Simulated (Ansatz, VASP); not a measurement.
**SrSi3 in VASP and in Ansatz**

```
CELL_PARAMETERS angstrom
6.08647 0.00000 0.00000
-3.04324 5.27104 0.00000
0.00000 0.00000 4.88533
ATOMIC_POSITIONS crystal
Sr 0.33333 0.66667 0.25000
Sr 0.66667 0.33333 0.75000
Si 0.83300 0.66600 0.25000
Si 0.16700 0.83300 0.75000
Si 0.33400 0.16700 0.25000
Si 0.16700 0.33400 0.75000
Si 0.83300 0.16700 0.25000
Si 0.66600 0.83300 0.75000
```

Alike in both runs: task single point; functional PBE; k mesh 3 × 3 × 4; occupations gaussian, width 0.1 eV; no spin polarisation.

|  | VASP | Ansatz |
| --- | --- | --- |
| version | VASP 6.6.1 | Ansatz 0.2.0 |
| potentials or method | VASP PAW PBE potentials, release 64 (Sr_sv, Si), cutoff 520 eV | scalar-relativistic, plane waves, PAW |
| valence electrons in the cell | 44 | 44 |

```tsv
	VASP	Ansatz	Ansatz less VASP
gap on the k mesh at the Fermi level (eV)	none	none	-
pressure (GPa)	2.0	1.7	-0.24
traceless stress, the component that is largest in VASP (GPa)	0.89	0.87	-0.028
rms of the force components (eV/Å)	0.802	0.795	-0.0062
```

Atom by atom the forces differ by 0.006 eV/Å (rms over components). A gap of «none» marks a metal or a gap that the smearing closes.

The k mesh is coarse, so the values compare programs but aren't converged.
